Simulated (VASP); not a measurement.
Write the native input for VASP 6.6.1 that does the following.

```yaml
Task: single point
Functional: PBE
Potentials_or_basis: VASP PAW PBE potentials, release 64 (Si, C)
Cutoff: 520 eV
k_mesh: 12 × 12 × 6
Occupations: fermi-dirac, width 0.02 eV
Spin: no spin polarisation
Dipole_correction: no
Further_INCAR_settings: ALGO = Normal; EDIFF = 1e-06; NBANDS = 16
```

The structure of SiC lies in POSCAR:

```
SiC
1.0
    2.9105171565      0.0000000000      0.0000000000
   -1.4552585783      2.5205817956      0.0000000000
    0.0000000000      0.0000000000      4.7775295131
Si C
2 2
Direct
    0.3333333333      0.6666666667     -0.0002965308
    0.6666666667      0.3333333333      0.4997034692
    0.3333333333      0.6666666667      0.3752965308
    0.6666666667      0.3333333333      0.8752965308
```

This cell differs from its parent crystal: strain -5.4%.

One way to write it, as run:

INCAR

```
ALGO = Normal ; EDIFF = 1E-6
ENCUT = 520 ; GGA = PE
ISIF = 2 ; ISMEAR = -1
LASPH = True ; LCHARG = False
LREAL = False ; LWAVE = False
NBANDS = 16 ; NELM = 100
PREC = Accurate ; SIGMA = 0.02
```

KPOINTS

```
k-points
0
Gamma
  12 12 6
```

Potentials or basis: VASP PAW PBE potentials, release 64 (Si, C).

The run is started by

```bash
$ cat potpaw_PBE.64/Si/POTCAR potpaw_PBE.64/C/POTCAR > POTCAR
$ mpirun -np 1 vasp_std > vasp.out
```

It gave:

```yaml
Pressure: 54.7 GPa
Largest_force: 0.007 eV/Å
Band_gap_on_the_k_mesh: 1.95 eV, indirect (least direct gap 4.30 eV)
```

Caveat: the cell differs from its parent crystal (strain -5.4%).

It took 21 s on 1 thread of AMD EPYC 9R45 (Zen 5) (shared host), peak memory 0.14 GiB.
